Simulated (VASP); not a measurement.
Wanted: the native input for a VASP 6.6.1 run.

```
Task                   : single point
Functional             : r2SCAN
Potentials or basis    : VASP PAW PBE potentials, release 64 (O, Mg)
Cutoff                 : 520 eV
k mesh                 : 9 × 9 × 1
Occupations            : gaussian, width 0.05 eV
Spin                   : no spin polarisation
Dipole correction      : yes
Further INCAR settings : ALGO = Normal; EDIFF = 1e-07; NBANDS = 26
```

System: MgO, a slab with vacuum.

```
CELL_PARAMETERS angstrom
2.97283 0.00000 0.00000
-1.48642 2.57455 0.00000
0.00000 0.00000 25.49557
ATOMIC_POSITIONS crystal
O 0.33333 0.66667 0.33339
O 0.00000 0.00000 0.42860
O 0.66667 0.33333 0.52747
O 0.33333 0.66667 0.62289
Mg 0.66667 0.33333 0.38099
Mg 0.33333 0.66667 0.47620
Mg 0.00000 0.00000 0.57152
Mg 0.66667 0.33333 0.66867
```

The input as run:

POSCAR

```
MgO
1.0
    2.9728306116      0.0000000000      0.0000000000
   -1.4864153058      2.5745468308      0.0000000000
    0.0000000000      0.0000000000     25.4955711053
O Mg
4 4
Direct
    0.3333333333      0.6666666667      0.3333912374
    0.0000000000      0.0000000000      0.4285962446
    0.6666666667      0.3333333333      0.5274744032
    0.3333333333      0.6666666667      0.6228852729
    0.6666666667      0.3333333333      0.3809937410
    0.3333333333      0.6666666667      0.4761987482
    0.0000000000      0.0000000000      0.5715182014
    0.6666666667      0.3333333333      0.6686736775
```

INCAR.step1

```
SYSTEM = MgO
PREC = Accurate
ENCUT = 520
ISMEAR = 0
SIGMA = 0.05
LREAL = .False.
LASPH = .True.
NELM = 60
LDIPOL = .True.
IDIPOL = 3
DIPOL = 0.5 0.5 0.501
NBANDS = 26
GGA = PE
ALGO = Normal
EDIFF = 1E-4
LWAVE = .True.
LCHARG = .False.
```

INCAR.step2

```
SYSTEM = MgO
PREC = Accurate
ENCUT = 520
EDIFF = 1E-7
ISMEAR = 0
SIGMA = 0.05
LREAL = .False.
LASPH = .True.
NELM = 60
ALGO = Normal
ISIF = 2
LWAVE = .False.
LCHARG = .False.
LDIPOL = .True.
IDIPOL = 3
DIPOL = 0.5 0.5 0.501
METAGGA = R2SCAN
LMIXTAU = .True.
NBANDS = 26
ISTART = 1
```

KPOINTS

```
regular mesh
0
Gamma
  9 9 1
  0 0 0
```

Potentials or basis: VASP PAW PBE potentials, release 64 (O, Mg).

Run with:

```sh
$ cat potpaw_PBE.64/O/POTCAR potpaw_PBE.64/Mg/POTCAR > POTCAR
$ cp INCAR.step1 INCAR
$ mpirun -np 1 vasp_std > vasp.out
$ cp INCAR.step2 INCAR
$ mpirun -np 1 vasp_std > vasp.out
```

It gave:

```json
{
  "Largest force": "2.072 eV/Å",
  "Band gap on the k mesh": "zero (bands 16 and 17 overlap by 0.47 eV)"
}
```

Caveat: the PAW data sets were made with another functional, which shifts forces and pressure a little.

Wall time 10 min on 1 thread of Intel(R) Xeon(R) Platinum 8259CL CPU @ 2.50GHz (Skylake/Cascade Lake) (shared host), peak memory 0.38 GiB.
